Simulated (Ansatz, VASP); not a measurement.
**Si: VASP beside Ansatz**

```
Si
1.0
     0.00000    2.73521    2.73521
     2.73521    0.00000    2.73521
     2.73521    2.73521    0.00000
Si
2
Cartesian
  1.3676 1.3676 1.3676
  0.0000 0.0000 0.0000
```

Alike in both runs: functional PBE; k mesh 8 × 8 × 8; no spin polarisation.

Ansatz relaxed the structure, and its values are those at the end. VASP's run is a single point on that final structure, the one shown.

|  | VASP | Ansatz |
| --- | --- | --- |
| version | VASP 6.6.1 | Ansatz 0.2.0 |
| potentials or method | VASP PAW PBE potentials, release 64 (Si), cutoff 500 eV | scalar-relativistic, plane waves, PAW |
| occupations | gaussian, width 0.01 eV | fixed |
| valence electrons in the cell | 8 | 8 |

VASP gave:

```
gap on the k mesh at the Fermi level (eV) : 0.65
least direct gap on the mesh (eV)         : 2.56
pressure (GPa)                            : -0.1
```

**Question.** What did Ansatz give for the same quantities?

**Answer.** gap on the k mesh at the Fermi level (eV): 0.65; least direct gap on the mesh (eV): 2.55; pressure (GPa): 0.0.
